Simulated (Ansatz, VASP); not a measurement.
**V: VASP beside Ansatz**

```
CELL_PARAMETERS angstrom
2.71224 0.00000 0.00000
-1.35612 2.34887 0.00000
0.00000 0.00000 4.86470
ATOMIC_POSITIONS crystal
V 0.33333 0.66667 0.25000
V 0.66667 0.33333 0.75000
```

Alike in both runs: task single point; functional PBE; k mesh 23 × 23 × 11; occupations fermi-dirac, width 0.05 eV; collinear spin.

|  | VASP | Ansatz |
| --- | --- | --- |
| version | VASP 6.6.1 | Ansatz 0.2.0 |
| potentials or method | VASP PAW PBE potentials, release 64 (V_sv), cutoff 520 eV | plane waves (420 eV) with PAW, scalar-relativistic |
| valence electrons in the cell | 26 | 26 |

```tsv
	VASP	Ansatz	Ansatz less VASP
pressure (GPa)	-15.5	-15.7	-0.16
traceless stress, the component that is largest in VASP (GPa)	0.43	0.45	+0.021
net moment per atom (μB)	0.00	0.00	0.000
```

Ansatz's warnings: seeded moment not kept.
